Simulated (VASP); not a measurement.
# Ti2AlN3 (P-3m1) in VASP: relaxation of cell and atoms with PBE

Aim: the relaxation of cell and atoms of Ti2AlN3 with PBE.

Everything below comes from runs of VASP 6.6.1. Logs are shortened: lines on timing, memory, paths and dates and some standing lists are left out, and cuts for length are marked.

## Step 1: The cell of the first run

Symmetry: P-3m1, No. 164, trigonal system. Conventional cell: a = 3.282 Å, b = 3.282 Å, c = 8.040 Å, α = 90.00°, β = 90.00°, γ = 120.00°. Ti (site symmetry 3m) has 6 N at 2.32 Å within 3.1 Å. Al (site symmetry -3m) has 6 N at 2.32 Å within 3.1 Å. Within 3.1 Å of N (site symmetry 3m) lie 3 Ti at 2.32 Å and 3 Al at 2.32 Å. N (site symmetry -3m) has 6 Ti at 2.32 Å within 3.1 Å.

## Step 2: Relaxation of cell and atoms, PBE, collinear spin

Input file INCAR:

```
SYSTEM = Ti2AlN3
PREC     = Accurate       ! precision mode
ENCUT    = 600            ! plane-wave cutoff, eV
EDIFF    = 1E-6           ! SCF threshold, eV
ISMEAR   = 0              ! smearing method
SIGMA    = 0.1            ! smearing width, eV
LREAL    = .FALSE.        ! projectors in reciprocal space
LASPH    = .TRUE.         ! aspherical terms in the spheres
NELM     = 150            ! most SCF steps
ALGO     = Normal         ! electronic algorithm
ISIF     = 3              ! what is computed and relaxed
LWAVE    = .FALSE.        ! write WAVECAR
LCHARG   = .FALSE.        ! write CHGCAR
ISPIN    = 2              ! spin polarisation
MAGMOM   = 1 1 0 0 0 0    ! initial moments
LORBIT   = 11             ! projections on sites
LMAXMIX  = 4              ! l up to which the mixer works
GGA      = PE             ! functional
IBRION   = 2              ! ionic algorithm
NSW      = 90             ! ionic steps
EDIFFG   = -0.04          ! ionic threshold
```

Input file KPOINTS:

```
regular mesh
0
G
  6 6 2
  0 0 0
```

Input file POSCAR:

```
Ti2AlN3
1.0
    3.2821556600      0.0000000000      0.0000000000
   -1.6410778300      2.8424301800      0.0000000000
    0.0000000000      0.0000000000      8.0396066100
Ti Al N
2 1 3
Direct
    0.3333333300      0.6666666700      0.1666666700
    0.6666666700      0.3333333300      0.8333333300
    0.0000000000      0.0000000000      0.5000000000
    0.6666666700      0.3333333300      0.3333333300
    0.3333333300      0.6666666700      0.6666666700
    0.0000000000      0.0000000000      0.0000000000
```

Potentials or basis: VASP PAW PBE potentials, release 64 (Ti_sv, Al, N).

Started as:

```console
> cat potpaw_PBE.64/Ti_sv/POTCAR potpaw_PBE.64/Al/POTCAR potpaw_PBE.64/N/POTCAR > POTCAR
> mpirun -np 1 vasp_std > vasp.out
```

OUTCAR:

```text
SYSTEM = Ti2AlN3
   PREC = Accurate
   ENCUT = 600
   EDIFF = 1E-6
   ISMEAR = 0
   LREAL = .FALSE.
   LASPH = .TRUE.
   NELM = 150
   ISIF = 3
   ISPIN = 2
   LORBIT = 11
   GGA = PE
   IBRION = 2
   NSW = 90
   EDIFFG = -0.04

 ion  position               nearest neighbor table
   1  0.333  0.667  0.167-   4 2.32   4 2.32   6 2.32   4 2.32   6 2.32   6 2.32
   2  0.667  0.333  0.833-   5 2.32   5 2.32   6 2.32   5 2.32   6 2.32   6 2.32
   3  0.000  0.000  0.500-   4 2.32   5 2.32   5 2.32   4 2.32   4 2.32   5 2.32
   4  0.667  0.333  0.333-   1 2.32   1 2.32   3 2.32   1 2.32   3 2.32   3 2.32
   5  0.333  0.667  0.667-   2 2.32   2 2.32   3 2.32   2 2.32   3 2.32   3 2.32
   6  0.000  0.000  0.000-   1 2.32   2 2.32   1 2.32   2 2.32   2 2.32   1 2.32

  LATTYP: Found a hexagonal cell.
 ALAT       =     3.2821556600
 C/A-ratio  =     2.4494897387

  Lattice vectors:

 A1 = (   3.2821556600,   0.0000000000,   0.0000000000)
 A2 = (  -1.6410778300,   2.8424301800,   0.0000000000)
 A3 = (   0.0000000000,   0.0000000000,   8.0396066100)

Analysis of symmetry for initial positions (statically):
=====================================================================
 Subroutine PRICEL returns:
 Original cell was already a primitive cell.

 Routine SETGRP: Setting up the symmetry group for a
 hexagonal supercell.

 Subroutine GETGRP returns: Found 12 space group operations
 (whereof 12 operations were pure point group operations)
 out of a pool of 24 trial point group operations.

The static configuration has the point symmetry D_3d.

Analysis of symmetry for dynamics (positions and initial velocities):
=====================================================================
 Subroutine PRICEL returns:
 Original cell was already a primitive cell.

 Routine SETGRP: Setting up the symmetry group for a
 hexagonal supercell.

 Subroutine GETGRP returns: Found 12 space group operations
 (whereof 12 operations were pure point group operations)
 out of a pool of 24 trial point group operations.

The dynamic configuration has the point symmetry D_3d.

Analysis of structural, dynamic, and magnetic symmetry:
=====================================================================
 Subroutine PRICEL returns:
 Original cell was already a primitive cell.

 Routine SETGRP: Setting up the symmetry group for a
 hexagonal supercell.

 Subroutine GETGRP returns: Found 12 space group operations
 (whereof 12 operations were pure point group operations)
 out of a pool of 24 trial point group operations.

The overall configuration has the point symmetry D_3d.

 Subroutine INISYM returns: Found 12 space group operations
 (whereof 12 operations are pure point group operations),
 and found     1 'primitive' translations

----------------------------------------------------------------------------------------

                                     Primitive cell

  volume of cell :      75.0039

  direct lattice vectors                    reciprocal lattice vectors
     3.282155660  0.000000000  0.000000000     0.304677810  0.175905816  0.000000000
    -1.641077830  2.842430180  0.000000000     0.000000000  0.351811632  0.000000000
     0.000000000  0.000000000  8.039606610     0.000000000  0.000000000  0.124384195

  length of vectors
     3.282155660  3.282155659  8.039606610     0.351811632  0.351811632  0.124384195

  position of ions in fractional coordinates (direct lattice)
     0.333333330  0.666666670  0.166666670
     0.666666670  0.333333330  0.833333330
     0.000000000  0.000000000  0.500000000
     0.666666670  0.333333330  0.333333330
     0.333333330  0.666666670  0.666666670
     0.000000000  0.000000000  0.000000000

  ion indices of the primitive-cell ions
   primitive index   ion index
                 1           1
                 2           2
                 3           3
                 4           4
                 5           5
                 6           6

----------------------------------------------------------------------------------------

 KPOINTS: regular mesh

Automatic generation of k-mesh.
 Grid dimensions read from file:
 generate k-points for:    6    6    2

 Generating k-lattice:

  Cartesian coordinates                     Fractional coordinates (reciprocal lattice)
     0.050779635  0.029317636  0.000000000     0.166666667  0.000000000  0.000000000
     0.000000000  0.058635272  0.000000000     0.000000000  0.166666667  0.000000000
     0.000000000  0.000000000  0.062192098     0.000000000  0.000000000  0.500000000

  Length of vectors
     0.058635272  0.058635272  0.062192098

  Shift w.r.t. Gamma in fractional coordinates (k-lattice)
     0.000000000  0.000000000  0.000000000

 Subroutine IBZKPT returns following result:
 ===========================================

 Found     14 irreducible k-points:

 Following reciprocal coordinates:
            Coordinates               Weight
  0.000000  0.000000  0.000000      1.000000
  0.166667 -0.000000  0.000000      6.000000
  0.333333  0.000000  0.000000      6.000000
  0.500000 -0.000000  0.000000      3.000000
  0.166667  0.166667  0.000000      6.000000
  0.333333  0.166667  0.000000     12.000000
  0.333333  0.333333  0.000000      2.000000
  0.000000  0.000000  0.500000      1.000000
  0.166667 -0.000000  0.500000      6.000000
  0.333333  0.000000  0.500000      6.000000
  0.500000 -0.000000  0.500000      3.000000
  0.166667  0.166667  0.500000      6.000000
  0.333333  0.166667  0.500000     12.000000
  0.333333  0.333333  0.500000      2.000000
   k-points           NKPTS =     14   k-points in BZ     NKDIM =     14   number of bands    NBANDS=     26
   number of dos      NEDOS =    301   number of ions     NIONS =      6
   total plane-waves  NPLWV =  50176
   dimension x,y,z NGX =    28 NGY =   28 NGZ =   64
   dimension x,y,z NGXF=    56 NGYF=   56 NGZF=  128
   ions per type =               2   1   3
   NGX,Y,Z   is equivalent  to a cutoff of  14.18, 14.18, 13.23 a.u.
   NGXF,Y,Z  is equivalent  to a cutoff of  28.36, 28.36, 26.47 a.u.
 SYSTEM =  Ti2AlN3
   PREC   = accura    normal or accurate (medium, high low for compatibility)
   ISTART =      0    job   : 0-new  1-cont  2-samecut
   ICHARG =      2    charge: 1-file 2-atom 10-const
   ISPIN  =      2    spin polarized calculation?
   LNONCOLLINEAR =      F non collinear calculations
   LSORBIT =      F    spin-orbit coupling
   LASPH  =      T    aspherical Exc in radial PAW
   ENCUT  =  600.0 eV  44.10 Ry    6.64 a.u.   6.56  6.56 16.06*2*pi/ulx,y,z
   NELM   =    150;   NELMIN=  2; NELMDL= -5     # of ELM steps
   EDIFF  = 0.1E-05   stopping-criterion for ELM
   LREAL  =      F    real-space projection
   EDIFFG = -.4E-01   stopping-criterion for IOM
   NSW    =     90    number of steps for IOM
   IBRION =      2    ionic relax: 0-MD 1-quasi-New 2-CG
   NFREE  =      1    steps in history (QN), initial steepest desc. (CG)
   ISIF   =      3    stress and relaxation
   ISYM   =      2    0-nonsym 1-usesym 2-fastsym
   POTIM  = 0.5000    time-step for ionic-motion
   TEBEG  =    0.0;   TEEND  =   0.0 temperature during run
   PSTRESS=    0.0 pullay stress
   NELECT =      42.0000    total number of electrons
   NUPDOWN=      -1.0000    fix difference up-down
   EMIN   =  10.00;   EMAX   =-10.00  energy-range for DOS
   EFERMI =   0.00;   METHOD = LEGACY
   ISMEAR =     0;   SIGMA  =   0.10  broadening in eV -4-tet -1-fermi 0-gaus
   EFERMI_NEDOS =   21; number of points for ismear=-14 and -15
   IALGO  =     38    algorithm
   IMIX   =      4    mixing-type and parameters
     AMIX     =   0.40;   BMIX     =  1.00
     AMIX_MAG =   1.60;   BMIX_MAG =  1.00
  volume/ion in A,a.u.               =      12.50        84.36
  Fermi-wavevector in a.u.,A,eV,Ry     =   1.349367  2.549933 24.773360  1.820791
  Thomas-Fermi vector in A             =   2.476959
   LORBIT       =     11    0 simple, 1 ext, 2 COOP (PROOUT), +10 PAW based schemes
   GGA     = PE    functional components
   LHFCALC =     F    Hartree Fock is set to
   AEXX    =    0.0000 exact exchange contribution
   IVDW    =     0    specifies the selected vdW correction
   LEPSILON=     F    determine dielectric tensor
   LRPA    =     F    only Hartree local field effects (RPA)
 conjugate gradient relaxation of ions
 spin polarized calculation
 Gauss-broadening in eV      SIGMA  =   0.10
  energy-cutoff  :      600.00
  volume of cell :       75.00
 maximum number of plane-waves:      2553
 NGX is ok and might be reduce to    28
   NGX = 13   NGY = 13   NGZ = 33

--------------------------------------- Ionic step        1  -------------------------------------------

 number of electron      42.0000001 magnetization       0.0000875

 number of electron      42.0000001 magnetization      -0.0001231

 Free energy of the ion-electron system (eV)
  ---------------------------------------------------
  ext. energy  EPLUGINS =         0.00000000
  ---------------------------------------------------
  free energy    TOTEN  =       -50.10798370 eV

  energy without entropy =      -50.09887413  energy(sigma->0) =      -50.10342891

 E-fermi :   7.7244     XC(G=0): -11.2227

 val. band max:        7.7145906631   @ k =   0.0000   0.0000   0.5000
 cond. band min:       7.7321273522   @ k =   0.1667   0.1667   0.0000
 fundamental gap:      0.0175366891
 Fermi energy:         7.7244420242

 spin component 1

 k-point     1 :       0.0000    0.0000    0.0000
  band No.  band energies     occupation
      1     -50.5022      1.00000
      2     -50.4886      1.00000
      3     -26.7726      1.00000
      4     -26.6608      1.00000
      5     -26.6217      1.00000
      6     -26.6217      1.00000
[... 395 lines left out ...]
     25       8.8788      0.00000
     26       8.8788      0.00000
 Fermi energy:         7.7244420242

 spin component 2

 k-point     1 :       0.0000    0.0000    0.0000
  band No.  band energies     occupation
      1     -50.5023      1.00000
      2     -50.4887      1.00000
      3     -26.7727      1.00000
      4     -26.6609      1.00000
      5     -26.6217      1.00000
      6     -26.6217      1.00000
[... 510 lines left out ...]
  FREE ENERGIE OF THE ION-ELECTRON SYSTEM (eV)
  ---------------------------------------------------
  free  energy   TOTEN  =       -53.5175756984 eV

  energy  without entropy=      -53.5089925115  energy(sigma->0) =      -53.51328410

[... ionic steps 4 to 8 ...]

--------------------------------------- Ionic step        9  -------------------------------------------

 number of electron      42.0000000 magnetization       0.0000000

 number of electron      42.0000000 magnetization      -0.0000000
[... 81 lines left out ...]
 number of electron      42.0000001 magnetization      -0.0000000

 number of electron      42.0000001 magnetization       0.0000000

 Free energy of the ion-electron system (eV)
  ---------------------------------------------------
  ext. energy  EPLUGINS =         0.00000000
  ---------------------------------------------------
  free energy    TOTEN  =       -53.61457262 eV

  energy without entropy =      -53.60448066  energy(sigma->0) =      -53.60952664

 E-fermi :  11.1345     XC(G=0): -12.7186

 val. band max:       11.1287131769   @ k =   0.1667   0.1667   0.0000
 cond. band min:      11.1733885649   @ k =   0.0000   0.0000   0.5000
 fundamental gap:      0.0446753880
 Fermi energy:        11.1344606857

 spin component 1

 k-point     1 :       0.0000    0.0000    0.0000
  band No.  band energies     occupation
      1     -46.5725      1.00000
      2     -46.5034      1.00000
      3     -23.1024      1.00000
      4     -22.6831      1.00000
      5     -22.5894      1.00000
      6     -22.5894      1.00000
[... 395 lines left out ...]
     25      13.2065      0.00000
     26      13.2065      0.00000
 Fermi energy:        11.1344606857

 spin component 2

 k-point     1 :       0.0000    0.0000    0.0000
  band No.  band energies     occupation
      1     -46.5725      1.00000
      2     -46.5034      1.00000
      3     -23.1024      1.00000
      4     -22.6831      1.00000
      5     -22.5894      1.00000
      6     -22.5894      1.00000
[... 428 lines left out ...]
  FREE ENERGIE OF THE ION-ELECTRON SYSTEM (eV)
  ---------------------------------------------------
  free  energy   TOTEN  =       -53.6145726196 eV

  energy  without entropy=      -53.6044806600  energy(sigma->0) =      -53.60952664

 reached required accuracy - stopping structural energy minimisation

 total charge

# of ion       s       p       d       tot
------------------------------------------
    1        2.188   6.234   1.977  10.399
    2        2.188   6.234   1.977  10.399
    3        0.312   0.373   0.000   0.684
    4        1.227   2.517   0.000   3.744
    5        1.227   2.517   0.000   3.744
    6        1.250   2.504   0.000   3.754
--------------------------------------------------
tot          8.392  20.379   3.954  32.725

 magnetization (x)

# of ion       s       p       d       tot
------------------------------------------
    1       -0.000  -0.000   0.000   0.000
    2       -0.000  -0.000   0.000   0.000
    3        0.000   0.000   0.000   0.000
    4       -0.000  -0.000   0.000  -0.000
    5       -0.000  -0.000   0.000  -0.000
    6        0.000   0.000   0.000   0.000
--------------------------------------------------
tot         -0.000  -0.000   0.000   0.000
```

It took 7.5 min on 1 thread of Intel Xeon 6975P-C (Granite Rapids), shared host; peak memory 0.29 GiB.

What came out:

```yaml
Free_energy: -53.6146 eV
Relaxed_volume: 9.25 Å³/atom
Relaxed_cell: a = 2.961 Å, b = 2.961 Å, c = 7.310 Å, α = 90.00°, β = 90.00°, γ = 120.00°
Space_group_after_relaxing_to_0.1_Å: P-3m1 (No. 164)
Energy_gained_by_relaxing: 584.4 meV/atom
Ionic_steps: 11
Pressure_after_relaxing: 0.0 GPa
Largest_force_after_relaxing: 0.037 eV/Å
Band_gap_on_the_k_mesh: zero (filled and empty bands overlap)
Net_moment: 0.00 μB per cell
Valence_electrons_inside_the_program's_atomic_spheres: Ti 10.40; Al 0.68; N 3.74, 3.75 (each value once)
```

Forces on the atoms (eV/Å):
```
Ti   0.000  0.000 -0.032
Ti   0.000  0.000  0.032
Al   0.000  0.000  0.000
N    0.000  0.000  0.037
N    0.000  0.000 -0.037
N    0.000  0.000  0.000
```

Step by step:
```csv
step,energy change (eV),largest force (eV/Å),pressure (GPa),volume (Å³)
1,0.0000,1.5013,-41.55,75.00
2,-1.0010,1.6385,88.25,45.03
3,-3.4096,1.4557,-1.48,56.01
4,-3.4142,1.4665,0.65,55.55
5,-3.4136,1.4746,2.38,55.20
6,-3.4649,1.1295,2.72,55.09
7,-3.4897,0.4988,2.36,55.13
8,-3.5021,0.0109,-2.56,56.06
9,-3.5040,0.1387,-1.28,55.81
10,-3.5065,0.0572,0.14,55.46
11,-3.5066,0.0370,0.00,55.51
```

Final structure:
```
Ti Al N
1.0
     2.96120    0.00000    0.00000
    -1.48060    2.56447    0.00000
     0.00000    0.00000    7.30951
Ti Al N
2 1 3
Direct
  0.33333 0.66667 0.16156
  0.66667 0.33333 0.83844
  0.00000 0.00000 0.50000
  0.66667 0.33333 0.34422
  0.33333 0.66667 0.65578
  0.00000 0.00000 0.00000
```

Caveat: the k points lie up to 0.43 Å⁻¹ apart in the final cell, too coarse for converged energies and pressures of a metal; the volume moved by over 15 % at a fixed basis, so the end points are rough.
